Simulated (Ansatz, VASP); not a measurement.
**SiC in VASP and in Ansatz**

INCAR

```
PREC = Accurate
ENCUT = 600
EDIFF = 1E-6
ISMEAR = 0
SIGMA = 0.05
LREAL = False
LASPH = True
NELM = 120
ALGO = Normal
ISIF = 2
LWAVE = False
LCHARG = False
GGA = PE
NBANDS = 11
GGA_COMPAT = False
```

The input KPOINTS:

```
regular mesh
0
Gamma
  4 4 4
```

The input POSCAR:

```
SiC
1.0
    0.0000000000      2.1740000000      2.1740000000
    2.1740000000      0.0000000000      2.1740000000
    2.1740000000      2.1740000000      0.0000000000
Si C
1 1
Direct
    0.1379944802      0.1379944802     -0.3331481457
    0.7500000000      0.7500000000      0.7500000000
```

Input for Ansatz:

```yaml
crystal:
  lattice:
    - [0.0, 2.174, 2.174]
    - [2.174, 0.0, 2.174]
    - [2.174, 2.174, 0.0]
  atoms:
    - { symbol: Si, position: [0.1379944802, 0.1379944802, -0.3331481457] }
    - { symbol: C, position: [0.75, 0.75, 0.75] }
basis:
  ecutwfc: 420
kpoints:
  mp_grid: { grid: [4, 4, 4] }
hamiltonian:
  xc: pbe
scf:
  occupations: { method: gaussian, width: 0.05 }
output:
  forces: true
  stress: true
  eigenvalues: true
```

Alike in both runs: task single point; functional PBE; k mesh 4 × 4 × 4; occupations gaussian, width 0.05 eV; no spin polarisation.

```csv
,VASP,Ansatz
version,VASP 6.6.1,Ansatz 0.2.0
potentials or method,"VASP PAW PBE potentials, release 64 (Si, C), cutoff 600 eV","scalar-relativistic, plane waves, PAW"
valence electrons in the cell,8,8
```

```csv
,VASP,Ansatz,Ansatz less VASP
gap on the k mesh at the Fermi level (eV),none,none,-
pressure (GPa),20.8,21.0,+0.24
"traceless stress, the component that is largest in VASP (GPa)",-22.86,-22.87,-0.011
rms of the force components (eV/Å),1.876,1.876,+0.0005
```

Atom by atom the forces differ by 0.007 eV/Å (rms over components). A gap of «none» marks a metal or a gap that the smearing closes.

The k mesh is coarse, so the values compare programs but aren't converged.
